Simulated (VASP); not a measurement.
# AgCl (Pm-3m) in VASP: notebook

The runs below take AgCl through single point, with PBE.

Everything below comes from runs of VASP 6.6.1. Logs are shortened: lines on timing, memory, paths and dates and some standing lists are left out, and cuts for length are marked.

**1. The cell of the first run**

It takes space group Pm-3m (No. 221, cubic). Conventional cell: a = 3.411 Å, b = 3.411 Å, c = 3.411 Å, α = 90.00°, β = 90.00°, γ = 90.00°. Within 3.9 Å of Ag (site symmetry m-3m) lie 8 Cl at 2.95 Å and 6 Ag at 3.41 Å. Cl (site symmetry m-3m) has 8 Ag at 2.95 Å and 6 Cl at 3.41 Å within 3.9 Å.

**2. Single point, PBE (volume scaled by 0.98)**

INCAR

```
SYSTEM = AgCl
  PREC = Accurate
  ENCUT = 520
  EDIFF = 1E-6
  ISMEAR = -1
  SIGMA = 0.01
  LREAL = .False.
  LASPH = .True.
  NELM = 60
  ALGO = Normal
  ISIF = 2
  LWAVE = .False.
  LCHARG = .False.
  GGA = PE
  NBANDS = 16
```

KPOINTS

```
regular mesh
0
Gamma
  9 9 9
  0 0 0
```

POSCAR

```
AgCl
1.0
    3.4109255069      0.0000000000      0.0000000000
    0.0000000000      3.4109255069      0.0000000000
    0.0000000000      0.0000000000      3.4109255069
Ag Cl
1 1
Direct
    0.0000000000      0.0000000000      0.0000000000
    0.5000000000      0.5000000000      0.5000000000
```

Potentials or basis: VASP PAW PBE potentials, release 64 (Ag, Cl).

Command:

```
cat potpaw_PBE.64/Ag/POTCAR potpaw_PBE.64/Cl/POTCAR > POTCAR
mpirun -np 1 vasp_std > vasp.out
```

OUTCAR:

```text
SYSTEM = AgCl
   PREC = Accurate
   ENCUT = 520
   EDIFF = 1E-6
   ISMEAR = -1
   LREAL = .False.
   LASPH = .True.
   NELM = 60
   ISIF = 2
   GGA = PE

 ion  position               nearest neighbor table
   1  0.000  0.000  0.000-   2 2.95   2 2.95   2 2.95   2 2.95   2 2.95   2 2.95   2 2.95   2 2.95

   2  0.500  0.500  0.500-   1 2.95   1 2.95   1 2.95   1 2.95   1 2.95   1 2.95   1 2.95   1 2.95

  LATTYP: Found a simple cubic cell.
 ALAT       =     3.4109255069

  Lattice vectors:

 A1 = (   3.4109255069,   0.0000000000,   0.0000000000)
 A2 = (   0.0000000000,   3.4109255069,   0.0000000000)
 A3 = (   0.0000000000,   0.0000000000,   3.4109255069)

Analysis of symmetry for initial positions (statically):
=====================================================================
 Subroutine PRICEL returns:
 Original cell was already a primitive cell.

 Routine SETGRP: Setting up the symmetry group for a
 simple cubic supercell.

 Subroutine GETGRP returns: Found 48 space group operations
[... 9 lines left out ...]

 Routine SETGRP: Setting up the symmetry group for a
 simple cubic supercell.

 Subroutine GETGRP returns: Found 48 space group operations
[... 11 lines left out ...]
                                     Primitive cell

  volume of cell :      39.6841

  direct lattice vectors                    reciprocal lattice vectors
     3.410925507  0.000000000  0.000000000     0.293175561  0.000000000  0.000000000
     0.000000000  3.410925507  0.000000000     0.000000000  0.293175561  0.000000000
     0.000000000  0.000000000  3.410925507     0.000000000  0.000000000  0.293175561

  length of vectors
     3.410925507  3.410925507  3.410925507     0.293175561  0.293175561  0.293175561

  position of ions in fractional coordinates (direct lattice)
     0.000000000  0.000000000  0.000000000
     0.500000000  0.500000000  0.500000000

  ion indices of the primitive-cell ions
   primitive index   ion index
                 1           1
                 2           2

----------------------------------------------------------------------------------------

 KPOINTS: regular mesh

Automatic generation of k-mesh.
 Grid dimensions read from file:
 generate k-points for:    9    9    9

 Generating k-lattice:

  Cartesian coordinates                     Fractional coordinates (reciprocal lattice)
     0.032575062  0.000000000  0.000000000     0.111111111  0.000000000  0.000000000
[... 56 lines left out ...]
   LASPH  =      T    aspherical Exc in radial PAW
   ENCUT  =  520.0 eV  38.22 Ry    6.18 a.u.   6.34  6.34  6.34*2*pi/ulx,y,z
   NELM   =     60;   NELMIN=  2; NELMDL= -5     # of ELM steps
   EDIFF  = 0.1E-05   stopping-criterion for ELM
   LREAL  =      F    real-space projection
   EDIFFG = 0.1E-04   stopping-criterion for IOM
   NSW    =      0    number of steps for IOM
   IBRION =     -1    ionic relax: 0-MD 1-quasi-New 2-CG
   NFREE  =      0    steps in history (QN), initial steepest desc. (CG)
   ISIF   =      2    stress and relaxation
   ISYM   =      2    0-nonsym 1-usesym 2-fastsym
   POTIM  = 0.5000    time-step for ionic-motion
   TEBEG  =    0.0;   TEEND  =   0.0 temperature during run
   PSTRESS=    0.0 pullay stress
   NELECT =      18.0000    total number of electrons
   NUPDOWN=      -1.0000    fix difference up-down
   EMIN   =  10.00;   EMAX   =-10.00  energy-range for DOS
   EFERMI =   0.00;   METHOD = LEGACY
   ISMEAR =    -1;   SIGMA  =   0.01  broadening in eV -4-tet -1-fermi 0-gaus
   EFERMI_NEDOS =   21; number of points for ismear=-14 and -15
   IALGO  =     38    algorithm
   IMIX   =      4    mixing-type and parameters
     AMIX     =   0.40;   BMIX     =  1.00
     AMIX_MAG =   1.60;   BMIX_MAG =  1.00
  volume/ion in A,a.u.               =      19.84       133.90
  Fermi-wavevector in a.u.,A,eV,Ry     =   1.257844  2.376980 21.526749  1.582171
  Thomas-Fermi vector in A             =   2.391483
   LORBIT       =      0    0 simple, 1 ext, 2 COOP (PROOUT), +10 PAW based schemes
   GGA     = PE    functional components
   LHFCALC =     F    Hartree Fock is set to
   AEXX    =    0.0000 exact exchange contribution
   IVDW    =     0    specifies the selected vdW correction
   LEPSILON=     F    determine dielectric tensor
   LRPA    =     F    only Hartree local field effects (RPA)
 non-spin polarized calculation
  energy-cutoff  :      520.00
  volume of cell :       39.68
 maximum number of plane-waves:      1085
 NGX is ok and might be reduce to    28
   NGX = 13   NGY = 13   NGZ = 13

 number of electron      18.0000004 magnetization

 Free energy of the ion-electron system (eV)
  ---------------------------------------------------
  ext. energy  EPLUGINS =         0.00000000
  ---------------------------------------------------
  free energy    TOTEN  =        -5.12066973 eV

  energy without entropy =       -5.12066973  energy(sigma->0) =       -5.12066973

 E-fermi :   4.3239     XC(G=0): -10.4928

 val. band max:        4.1044225850   @ k =   0.4444   0.0000   0.0000
 cond. band min:       4.7177003837   @ k =   0.0000   0.0000   0.0000
 fundamental gap:      0.6132777987
 Fermi energy:         4.3238559286

 k-point     1 :       0.0000    0.0000    0.0000
  band No.  band energies     occupation
      1     -10.5575      2.00000
      2       1.3400      2.00000
      3       1.3400      2.00000
      4       2.3184      2.00000
      5       2.3184      2.00000
      6       2.3184      2.00000
[... 433 lines left out ...]
      3       0.5287      2.00000
      4       1.6959      2.00000
      5       1.8641      2.00000
      6       2.0511      2.00000
[... 8 lines left out ...]
     15      18.2559      0.00000
     16      20.2321      0.00000

 [... further k-points ...]

------------------------ aborting loop because EDIFF is reached ----------------------------------------

  FORCE on cell =-STRESS in cart. coord.  units (eV):
  Direction    XX          YY          ZZ          XY          YZ          ZX
  --------------------------------------------------------------------------------------
  -------------------------------------------------------------------------------------
  Total        0.1831780      0.1831780      0.1831780     -0.0000000      0.0000000     -0.0000000
  in kB        7.3954944      7.3954944      7.3954944     -0.0000000      0.0000000     -0.0000000
  external PRESSURE =       7.3954944 kB  Pullay stress =       0.0000000 kB

 VOLUME and BASIS-vectors are now :
 -----------------------------------------------------------------------------
  energy-cutoff  :      520.00
  volume of cell :       39.68
      direct lattice vectors                 reciprocal lattice vectors
     3.410925507  0.000000000  0.000000000     0.293175561  0.000000000  0.000000000
     0.000000000  3.410925507  0.000000000     0.000000000  0.293175561  0.000000000
     0.000000000  0.000000000  3.410925507     0.000000000  0.000000000  0.293175561

 POSITION                                       TOTAL-FORCE (eV/Angst)
 -----------------------------------------------------------------------------------
      0.00000      0.00000      0.00000         0.000000      0.000000      0.000000
      1.70546      1.70546      1.70546         0.000000      0.000000      0.000000
 -----------------------------------------------------------------------------------
    total drift:                               -0.000000      0.000000      0.000000

  FREE ENERGIE OF THE ION-ELECTRON SYSTEM (eV)
  ---------------------------------------------------
  free  energy   TOTEN  =        -5.1206697349 eV

  energy  without entropy=       -5.1206697349  energy(sigma->0) =       -5.12066973
```

It took 21 s on 1 thread of Intel Xeon Platinum 8375C at 2.90GHz (Ice Lake), shared host; peak memory 0.17 GiB.

Results:

* Free energy: -5.1207 eV
* Pressure: 0.7 GPa
* Band gap on the k mesh: 0.61 eV, indirect (least direct gap 2.15 eV)

Caveat: the cell differs from its parent crystal (volume scaled by 0.98). A k mesh can miss the band edges.

**3. Single point, PBE (volume scaled by 0.96)**

INCAR

```
SYSTEM = AgCl
PREC = Accurate ; ENCUT = 520
EDIFF = 1E-6 ; ISMEAR = -1
SIGMA = 0.01 ; LREAL = .FALSE.
LASPH = .TRUE. ; NELM = 60
ALGO = Normal ; ISIF = 2
LWAVE = .FALSE. ; LCHARG = .FALSE.
GGA = PE ; NBANDS = 16
```

KPOINTS

```
regular mesh
0
G
  9 9 9
  0 0 0
```

POSCAR

```
AgCl
1.0
    3.3875622702      0.0000000000      0.0000000000
    0.0000000000      3.3875622702      0.0000000000
    0.0000000000      0.0000000000      3.3875622702
Ag Cl
1 1
Direct
    0.0000000000      0.0000000000      0.0000000000
    0.5000000000      0.5000000000      0.5000000000
```

Potentials or basis: VASP PAW PBE potentials, release 64 (Ag, Cl).

Command:

```
cat potpaw_PBE.64/Ag/POTCAR potpaw_PBE.64/Cl/POTCAR > POTCAR
mpirun -np 1 vasp_std > vasp.out
```

Run time: 15 s. Hardware: 1 thread of Intel Xeon Platinum 8375C at 2.90GHz (Ice Lake), shared host; peak memory 0.16 GiB.

The run converged. Its results:

```yaml
Free_energy: -5.1138 eV
Pressure: 1.9 GPa
Band_gap_on_the_k_mesh: 0.62 eV, indirect (least direct gap 2.22 eV)
```

Levels at points of the mesh, in eV from the valence-band top:
```
           k point  band 7  band 8  band 9  band 10  band 11  band 12
(0.00, 0.00, 0.00)   -1.60   -1.60   -1.60     0.62     9.42     9.42
```

Caveat: the cell differs from its parent crystal (volume scaled by 0.96).

**4. Single point, PBE**

This run uses another cell than the first one, of 20.25 Å³/atom, 1.020 times its volume.

INCAR

```
ALGO = Normal
EDIFF = 1E-6
ENCUT = 520
GGA = PE
ISIF = 2
ISMEAR = -1
LASPH = T
LCHARG = F
LREAL = F
LWAVE = F
NBANDS = 16
NELM = 80
PREC = Accurate
SIGMA = 0.01
```

KPOINTS

```
k-points
0
Gamma
  9 9 9
```

POSCAR

```
AgCl
1.0
    3.4339730000      0.0000000000      0.0000000000
    0.0000000000      3.4339730000      0.0000000000
    0.0000000000      0.0000000000      3.4339730000
Ag Cl
1 1
Direct
    0.0000000000      0.0000000000      0.0000000000
    0.5000000000      0.5000000000      0.5000000000
```

Command:

```
cat potpaw_PBE.64/Ag/POTCAR potpaw_PBE.64/Cl/POTCAR > POTCAR
mpirun -np 1 vasp_std > vasp.out
```

Wall time 18 s (1 thread of Intel Xeon Platinum 8375C at 2.90GHz (Ice Lake), shared host); peak memory 0.16 GiB.

The run converged. Its results:

* Free energy: -5.1222 eV
* Pressure: -0.2 GPa
* Band gap on the k mesh: 0.61 eV, indirect (least direct gap 2.08 eV)

Levels at points of the mesh, in eV from the valence-band top:
| k point | band 5 | band 6 | band 7 | band 8 | band 9 | band 10 | band 11 | band 12 | band 13 | band 14 |
| --- | --- | --- | --- | --- | --- | --- | --- | --- | --- | --- |
| (0.00, 0.00, 0.00) | -1.75 | -1.75 | -1.47 | -1.47 | -1.47 | 0.61 | 9.47 | 9.47 | 13.69 | 13.69 |

**5. Single point, PBE (volume scaled by 1.01)**

INCAR

```
SYSTEM = AgCl
PREC = Accurate
ENCUT = 520
EDIFF = 1E-7
ISMEAR = -1
SIGMA = 0.01
LREAL = .False.
LASPH = .True.
NELM = 80
ALGO = Normal
ISIF = 2
LWAVE = .False.
LCHARG = .False.
GGA = PE
NBANDS = 16
```

KPOINTS

```
Automatic mesh
0
Gamma
  9 9 9
  0 0 0
```

POSCAR

```
AgCl
1.0
    3.4453816320      0.0000000000      0.0000000000
    0.0000000000      3.4453816320      0.0000000000
    0.0000000000      0.0000000000      3.4453816320
Ag Cl
1 1
Direct
    0.0000000000      0.0000000000      0.0000000000
    0.5000000000      0.5000000000      0.5000000000
```

Command:

```
cat potpaw_PBE.64/Ag/POTCAR potpaw_PBE.64/Cl/POTCAR > POTCAR
mpirun -np 1 vasp_std > vasp.out
```

Wall time 18 s (1 thread of Intel Xeon Platinum 8375C at 2.90GHz (Ice Lake), shared host); peak memory 0.16 GiB.

It converged, with:

| Item | Value |
| --- | --- |
| Free energy | -5.1212 eV |
| Pressure | -0.7 GPa |
| Band gap on the k mesh | 0.60 eV, indirect (least direct gap 2.04 eV) |

Levels at points of the mesh, in eV from the valence-band top:
```
           k point  band 6  band 7  band 8  band 9  band 10  band 11  band 12  band 13
(0.00, 0.00, 0.00)   -1.73   -1.44   -1.44   -1.44     0.60     9.48     9.48    13.62
```

Caveat: the cell differs from its parent crystal (volume scaled by 1.01). A k mesh can miss the band edges.

**6. Single point, PBE (volume scaled by 0.99)**

INCAR

```
PREC     = Accurate       # precision mode
ENCUT    = 520            # plane-wave cutoff, eV
EDIFF    = 1E-6           # SCF threshold, eV
ISMEAR   = -1             # smearing method
SIGMA    = 0.01           # smearing width, eV
LREAL    = False          # projectors in reciprocal space
LASPH    = True           # aspherical terms in the spheres
NELM     = 80             # most SCF steps
ALGO     = Normal         # electronic algorithm
ISIF     = 2              # what is computed and relaxed
LWAVE    = False          # write WAVECAR
LCHARG   = True           # write CHGCAR
GGA      = PE             # functional
LELF     = True           # ELF
LVHAR    = True         
NBANDS   = 16             # bands
```

KPOINTS

```
regular mesh
0
Gamma
  9 9 9
```

POSCAR

```
AgCl
1.0
    3.4224880547      0.0000000000      0.0000000000
    0.0000000000      3.4224880547      0.0000000000
    0.0000000000      0.0000000000      3.4224880547
Ag Cl
1 1
Direct
    0.0000000000      0.0000000000      0.0000000000
    0.5000000000      0.5000000000      0.5000000000
```

Potentials or basis: VASP PAW PBE potentials, release 64 (Ag, Cl).

Command:

```
cat potpaw_PBE.64/Ag/POTCAR potpaw_PBE.64/Cl/POTCAR > POTCAR
mpirun -np 1 vasp_std > vasp.out
```

It took 15 s on 1 thread of Intel Xeon Platinum 8375C at 2.90GHz (Ice Lake), shared host; peak memory 0.16 GiB.

The run converged. Its results:

```yaml
Free_energy: -5.1221 eV
Pressure: 0.2 GPa
Band_gap_on_the_k_mesh: 0.61 eV, indirect (least direct gap 2.11 eV)
```

Levels at points of the mesh, in eV from the valence-band top:
```
           k point  band 6  band 7  band 8  band 9  band 10  band 11  band 12  band 13
(0.00, 0.00, 0.00)   -1.77   -1.50   -1.50   -1.50     0.61     9.46     9.46    13.77
```

Caveat: the cell differs from its parent crystal (volume scaled by 0.99). A k mesh can miss the band edges.

**7. Summary**

```csv
cell,gap on the mesh (eV),pressure (GPa)
"a = 3.411 Å, 2 atoms",0.61,0.7
"a = 3.388 Å, 2 atoms",0.62,1.9
"a = 3.434 Å, 2 atoms",0.61,-0.2
"a = 3.445 Å, 2 atoms",0.60,-0.7
"a = 3.422 Å, 2 atoms",0.61,0.2
```

Alike in all rows: task single point; level PBE; potentials or basis VASP PAW PBE potentials, release 64 (Ag, Cl); no spin polarisation; k mesh 9 × 9 × 9; cutoff (eV) 520; smearing fermi-dirac 0.01 eV.

Total energies depend on the potentials used, so only differences within one code and one set of settings carry meaning.
